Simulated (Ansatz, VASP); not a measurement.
## Mg3TiN in VASP and in Ansatz

```
Mg Ti N
1.0
     3.86080    0.00000    0.00000
     0.00000    3.86080    0.00000
     0.00000    0.00000    9.59550
Mg Ti N
3 1 1
Direct
  0.50000 0.50000 0.00000
  0.00000 0.00000 0.70179
  0.00000 0.00000 0.29821
  0.00000 0.00000 0.00000
  0.00000 0.00000 0.50000
```

Alike in both runs: functional PBE; k mesh 10 × 10 × 4; occupations gaussian, width 0.1 eV; collinear spin.

Ansatz relaxed the structure, and its values are those at the end. VASP's run is a single point on that final structure, the one shown.

```csv
,VASP,Ansatz
version,VASP 6.6.1,Ansatz 0.2.0
potentials or method,"VASP PAW PBE potentials, release 64 (Mg, Ti_sv, N), cutoff 520 eV","scalar-relativistic, plane waves, PAW"
valence electrons in the cell,23,47
```

```csv
,VASP,Ansatz,Ansatz less VASP
gap on the k mesh at the Fermi level (eV),none,none,-
pressure (GPa),-0.5,0.0,+0.52
rms of the force components (eV/Å),0.113,0.000,-0.1125
net moment per atom (μB),0.51,0.74,+0.226
size of the moment on the site where the two differ most (μB),0.00,0.85,+0.844
```

The net moments are unlike, so the other rows may belong to different states. Site moments also hang on the region over which each program counts them. A gap of «none» marks a metal or a gap that the smearing closes. VASP's potentials hold 23 valence electrons a cell and Ansatz's 47, so a difference there can come from the potentials and not from the codes.
